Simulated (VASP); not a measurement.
Runs of VASP 6.6.1 on KF. The structure is that of space group I4/mmm (No. 139), or close to it. The cells are those of the table. 

```csv
cell,gap on the mesh (eV),pressure (GPa)
"a = 3.388, b = 3.286, c = 3.557 Å, angles 59.2, 56.4, 64.4°, 2 atoms",6.47,22.6
"a = 3.388, b = 3.423, c = 3.683 Å, angles 56.8, 57.7, 65.5°, 2 atoms",(a),16.4
"a = 3.517, b = 3.386, c = 3.526 Å, angles 61.1, 57.5, 61.4°, 2 atoms",6.98,(c)
"a = 3.862, b = 3.862, c = 3.651 Å, angles 61.8, 61.8, 56.4°, 2 atoms",5.67,(b)
"a = 3.934, b = 3.934, c = 3.651 Å, angles 62.4, 62.4, 55.3°, 2 atoms",5.48,-2.9
```

Alike in all rows: task single point; level LDA; potentials or basis VASP PAW LDA potentials, release 64 (K_sv, F); no spin polarisation; k mesh 8 × 8 × 8; cutoff (eV) 520; smearing gaussian 0.05 eV.

Task: Fill in the values left out.

Result: (a) 5.95; (b) -2.6; (c) 11.3.

Caveats: the stress differs along the axes, from 5 to 49 GPa (at least some runs); the stress differs along the axes, from 2 to 44 GPa (at least some runs); the stress differs along the axes, from 3 to 16 GPa (at least some runs).

A k mesh can miss the band edges.
